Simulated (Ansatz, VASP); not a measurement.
# One calculation of Mg2Si, two programs

Contents of POSCAR:

```
Mg2Si
1.0
    0.0000000000      3.1689631853      3.1689631853
    3.1689631853      0.0000000000      3.1689631853
    3.1689631853      3.1689631853      0.0000000000
Si Mg
1 2
Direct
    0.0000000000      0.0000000000      0.0000000000
    0.2500000000      0.2500000000      0.2500000000
    0.7500000000      0.7500000000      0.7500000000
```

The input INCAR.step1:

```
PREC = Accurate ; ENCUT = 660
ISMEAR = 0 ; SIGMA = 0.01
LREAL = F ; LASPH = T
NELM = 120 ; NBANDS = 11
GGA = PE ; ALGO = Normal
EDIFF = 1E-5 ; LWAVE = T
LCHARG = F ; GGA_COMPAT = F
```

The input INCAR.step2:

```
PREC = Accurate ; ENCUT = 660
EDIFF = 1E-6 ; ISMEAR = 0
SIGMA = 0.01 ; LREAL = F
LASPH = T ; NELM = 120
ALGO = Normal ; ISIF = 2
LWAVE = F ; LCHARG = T
METAGGA = R2SCAN ; LMIXTAU = T
LELF = T ; LVHAR = T
NBANDS = 11 ; ISTART = 1
GGA_COMPAT = F
```

Contents of KPOINTS:

```
regular mesh
0
Gamma
  4 4 4
```

Input for Ansatz:

```yaml
crystal:
  lattice:
    - [0.0, 3.1689631853, 3.1689631853]
    - [3.1689631853, 0.0, 3.1689631853]
    - [3.1689631853, 3.1689631853, 0.0]
  atoms:
    - { symbol: Si, position: [0.0, 0.0, 0.0] }
    - { symbol: Mg, position: [0.25, 0.25, 0.25] }
    - { symbol: Mg, position: [0.75, 0.75, 0.75] }
kpoints:
  mp_grid: { grid: [4, 4, 4] }
hamiltonian:
  xc: r2scan
scf:
  occupations: { method: fixed }
output:
  optics:
    e_range: [2, 15]
    de: 0.2
    sigma: 0.25
    scissors: 1.0
    scheme: gaussian
    bands: { spectra_wanted_up_to: 15 }
    kdotp_interpolation: "off"
```

Alike in both runs: task single point; functional r2SCAN; k mesh 4 × 4 × 4; no spin polarisation.

|  | VASP | Ansatz |
| --- | --- | --- |
| version | VASP 6.6.1 | Ansatz 0.2.0 |
| potentials or method | VASP PAW PBE potentials, release 64 (Si, Mg) | plane waves, PAW |
| plane-wave cutoff (eV) | 660 | 500 |
| occupations | gaussian, width 0.01 eV | fixed |
| valence electrons in the cell | 8 | 24 |

```tsv
	VASP	Ansatz	Ansatz less VASP
gap on the k mesh at the Fermi level (eV)	0.42	0.42	-0.003
```

VASP's potentials were made for PBE, not for r2SCAN. VASP's potentials hold 8 valence electrons a cell and Ansatz's 24, so a difference there can come from the potentials and not from the codes.

The k mesh is coarse, so the values compare programs but aren't converged.
